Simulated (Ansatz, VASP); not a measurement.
## Mg: VASP beside Ansatz

INCAR

```
SYSTEM = Mg
  PREC = Accurate
  ENCUT = 520
  EDIFF = 1E-7
  ISMEAR = 0
  SIGMA = 0.15
  LREAL = .False.
  LASPH = .True.
  NELM = 100
  ALGO = Normal
  ISIF = 2
  LWAVE = .False.
  LCHARG = .False.
  GGA = PS
  NBANDS = 9
```

Contents of KPOINTS:

```
Automatic mesh
0
Gamma
  18 18 10
  0 0 0
```

The input POSCAR:

```
Mg
1.0
    2.9525298099      0.0000000000      0.0000000000
   -1.4762649049      2.5569658208      0.0000000000
    0.0000000000      0.0000000000      5.0019168000
Mg
2
Direct
    0.3333333333      0.6666666667      0.2500000000
    0.6666666667      0.3333333333      0.7500000000
```

Input for Ansatz:

```yaml
crystal:
  lattice:
    - [2.9525298099, 0.0, 0.0]
    - [-1.4762649049, 2.5569658208, 0.0]
    - [0.0, 0.0, 5.0019168]
  atoms:
    - { symbol: Mg, position: [0.3333333333, 0.6666666667, 0.25] }
    - { symbol: Mg, position: [0.6666666667, 0.3333333333, 0.75] }
basis:
  ecutwfc: 420
kpoints:
  mp_grid: { grid: [18, 18, 10] }
hamiltonian:
  xc: pbesol
scf:
  occupations: { method: gaussian, width: 0.15 }
output:
  forces: true
  stress: true
  eigenvalues: true
  write_density: true
  write_potential: true
  elf: true
  volumetric_format: npy
```

Change from the starting cell: strain -0.080 along x and y, -0.040 along z, atoms carried along.

Alike in both runs: task single point; functional PBEsol; k mesh 18 × 18 × 10; occupations gaussian, width 0.15 eV; no spin polarisation.

```csv
,VASP,Ansatz
version,VASP 6.6.1,Ansatz 0.2.0
potentials or method,"VASP PAW PBE potentials, release 64 (Mg), cutoff 520 eV","scalar-relativistic, plane waves, PAW"
valence electrons in the cell,4,20
```

```csv
,VASP,Ansatz,Ansatz less VASP
gap on the k mesh at the Fermi level (eV),none,none,-
pressure (GPa),9.5,9.4,-0.08
"traceless stress, the component that is largest in VASP (GPa)",-2.91,-2.87,+0.035
```

VASP's potentials were made for PBE, not for PBEsol. A gap of «none» marks a metal or a gap that the smearing closes. VASP's potentials hold 4 valence electrons a cell and Ansatz's 20, so a difference there can come from the potentials and not from the codes.
